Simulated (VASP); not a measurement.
# InP: single point with PBE+D3(BJ)

InP:

```
In P
1.0
     0.00000    2.95379    2.95379
     2.95379    0.00000    2.95379
     2.95379    2.95379    0.00000
In P
1 1
Direct
  0.00000 0.00000 0.00000
  0.25000 0.25000 0.25000
```

```
Program             : VASP 6.6.1
Task                : single point
Functional          : PBE
Dispersion          : D3(BJ)
Potentials or basis : VASP PAW PBE potentials, release 64 (In_d, P)
Cutoff              : 500 eV
k mesh              : 6 × 6 × 6
Occupations         : gaussian, width 0.01 eV
Spin                : no spin polarisation
```

```yaml
Pressure: -0.5 GPa
Band_gap_on_the_k_mesh: 0.58 eV, direct
Dispersion_energy_per_atom: -0.306 eV
```

Levels at points of the mesh, in eV from the valence-band top:
```csv
k point,band 5,band 6,band 7,band 8,band 9,band 10,band 11,band 12,band 13,band 14
"(0.00, 0.00, 0.00)",-14.01,-11.36,0.00,0.00,0.00,0.58,4.09,4.09,4.09,8.47
"(0.50, 0.00, 0.00)",-14.00,-9.71,-5.61,-0.94,-0.94,1.44,4.80,4.80,7.05,9.37
"(0.50, 0.50, 0.00)",-13.98,-9.08,-5.65,-2.24,-2.24,1.80,2.27,9.07,9.43,9.43
```

It took 12 s on 1 thread of AMD EPYC 7R43 64-Core Processor (Zen 3) (shared host), peak memory 0.14 GiB.

Caveat: spin-orbit coupling is left out, which moves the levels of the heavy elements.
